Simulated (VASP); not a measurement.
The system is Bi.

```
CELL_PARAMETERS angstrom
2.26750 1.30914 3.93800
-2.26750 1.30914 3.93800
0.00000 -2.61828 3.93800
ATOMIC_POSITIONS crystal
Bi 0.22653 0.22749 0.24034
Bi 0.76885 0.79018 0.77398
```

| Quantity | Value |
| --- | --- |
| Program | VASP 6.6.1 |
| Task | relaxation of cell and atoms |
| Functional | PBE |
| Potentials or basis | VASP PAW PBE potentials, release 64 (Bi_d) |
| Cutoff | 600 eV |
| k mesh | 6 × 6 × 6 |
| Occupations | fermi-dirac, width 0.05 eV |
| Spin | no spin polarisation |

At the start: pressure 4.2 GPa; volume 35.07 Å³/atom.

Task: How do energy, volume and symmetry change on relaxing?

Result: Over 11 steps the energy falls by 63.1 meV/atom and the volume is 36.99 Å³/atom (+5.5 %); space group C2/m (No. 12, to 0.05 Å).

Step by step:
```
step  energy change (eV)  largest force (eV/Å)  pressure (GPa)  volume (Å³)
   1              0.0000                1.0869            4.25        70.14
   2             -0.0679                0.1721           -2.58        79.98
   3             -0.1090                0.2571           -0.43        75.92
   4             -0.1090                0.2704           -0.36        75.81
   5             -0.1189                0.1792           -0.23        75.21
   6             -0.1258                0.0326           -0.02        74.23
   7             -0.1259                0.0248            0.00        74.15
   8             -0.1260                0.0107           -0.03        74.13
   9             -0.1260                0.0106           -0.02        74.14
  10             -0.1261                0.0069           -0.01        74.08
  11             -0.1261                0.0042            0.00        73.97
```

Final structure:
```
Bi
1.0
     2.26688    1.34433    4.05652
    -2.31862    1.34591    4.08603
    -0.02448   -2.62465    4.04903
Bi
2
Direct
  0.23237 0.23594 0.24375
  0.76301 0.78173 0.77057
```
